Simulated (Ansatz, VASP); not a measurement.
# In2SbSe3: VASP beside Ansatz

The input INCAR:

```
PREC = Accurate
ENCUT = 520
EDIFF = 1E-7
ISMEAR = 0
SIGMA = 0.1
LREAL = F
LASPH = T
NELM = 60
ALGO = Normal
ISIF = 2
LWAVE = F
LCHARG = T
GGA = PE
LELF = T
LVHAR = T
NBANDS = 34
```

The input KPOINTS:

```
regular mesh
0
Gamma
  4 4 2
```

File POSCAR:

```
In2SbSe3
1.0
    4.1185299600      0.0000000000      0.0000000000
    0.0000000000      4.1185299600      0.0000000000
    0.0000000000      0.0000000000      9.0347031600
In Sb Se
2 1 3
Direct
    0.0000000000      0.5000000000      0.7372320300
    0.5000000000      0.0000000000      0.2627679700
    0.0000000000      0.0000000000      0.0000000000
    0.5000000000      0.5000000000      0.0000000000
    0.0000000000      0.5000000000      0.3774000100
    0.5000000000      0.0000000000      0.6225999900
```

Input for Ansatz:

```yaml
crystal:
  lattice:
    - [4.11852996, 0.0, 0.0]
    - [0.0, 4.11852996, 0.0]
    - [0.0, 0.0, 9.03470316]
  atoms:
    - { symbol: In, position: [0.0, 0.5, 0.73723203] }
    - { symbol: In, position: [0.5, 0.0, 0.26276797] }
    - { symbol: Sb, position: [0.0, 0.0, 0.0] }
    - { symbol: Se, position: [0.5, 0.5, 0.0] }
    - { symbol: Se, position: [0.0, 0.5, 0.37740001] }
    - { symbol: Se, position: [0.5, 0.0, 0.62259999] }
basis:
  ecutwfc: 420
kpoints:
  mp_grid: { grid: [4, 4, 2] }
hamiltonian:
  xc: pbe
scf:
  occupations: { method: gaussian, width: 0.1 }
  lower_state_search: "off"
output:
  forces: true
  stress: true
  eigenvalues: true
```

Change from the starting cell: species swapped into the Hf2CuSb3 type (P-4m2, No. 115).

Alike in both runs: task single point; functional PBE; k mesh 4 × 4 × 2; occupations gaussian, width 0.1 eV; no spin polarisation.

|  | VASP | Ansatz |
| --- | --- | --- |
| version | VASP 6.6.1 | Ansatz 0.2.0 |
| potentials or method | VASP PAW PBE potentials, release 64 (In_d, Sb, Se), cutoff 520 eV | scalar-relativistic, plane waves, PAW |
| valence electrons in the cell | 49 | 89 |

Ansatz gave:

| Item | Value |
| --- | --- |
| gap on the k mesh at the Fermi level (eV) | none |
| pressure (GPa) | -0.3 |
| traceless stress, the component that is largest in VASP (GPa) | 2.92 |
| rms of the force components (eV/Å) | 0.576 |

Estimate VASP's values.

gap on the k mesh at the Fermi level (eV): none; pressure (GPa): -0.3; traceless stress, the component that is largest in VASP (GPa): 2.93; rms of the force components (eV/Å): 0.576.

Atom by atom the forces differ by 0.001 eV/Å (rms over components). A gap of «none» marks a metal or a gap that the smearing closes. VASP's potentials hold 49 valence electrons a cell and Ansatz's 89, so a difference there can come from the potentials and not from the codes.

The k mesh is coarse, so the values compare programs but aren't converged. Neither program's run includes spin-orbit coupling.
